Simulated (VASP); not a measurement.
Write the native input for VASP 6.6.1 that does the following.

```yaml
Task: single point
Functional: LDA
Potentials_or_basis: VASP PAW LDA potentials, release 64 (As)
Cutoff: 520 eV
k_mesh: 13 × 13 × 13
Occupations: fermi-dirac, width 0.05 eV
Spin: no spin polarisation
Dipole_correction: no
Further_INCAR_settings: ALGO = Normal; EDIFF = 1e-07; NBANDS = 12
```

The structure of As lies in POSCAR:

```
As
1.0
    1.8543443235      1.0706061944      3.4386592249
   -1.8543443235      1.0706061944      3.4386592249
    0.0000000000     -2.1412123887      3.4386592249
As
2
Direct
    0.2275400000      0.2275400000      0.2275400000
    0.7724600000      0.7724600000      0.7724600000
```

This cell differs from its parent crystal: volume scaled by 0.96.

One way to write it, as run:

INCAR

```
SYSTEM = As
PREC = Accurate
ENCUT = 520
EDIFF = 1E-7
ISMEAR = -1
SIGMA = 0.05
LREAL = .False.
LASPH = .True.
NELM = 100
ALGO = Normal
ISIF = 2
LWAVE = .False.
LCHARG = .False.
GGA = CA
NBANDS = 12
```

KPOINTS

```
Automatic mesh
0
Gamma
  13 13 13
  0 0 0
```

Potentials or basis: VASP PAW LDA potentials, release 64 (As).

Launch:

```sh
$ cat potpaw_LDA.64/As/POTCAR > POTCAR
$ mpirun -np 1 vasp_std > vasp.out
```

Results of the run:

```yaml
Pressure: 2.4 GPa
Largest_force: 0.426 eV/Å
Band_gap_on_the_k_mesh: zero (band 5 reaches 6.23 eV, above the bottom of band 6 at 5.87 eV)
```

Wall time 88 s on 1 thread of Intel(R) Xeon(R) Platinum 8259CL CPU @ 2.50GHz (Skylake/Cascade Lake), on a shared host, peak memory 0.21 GiB.
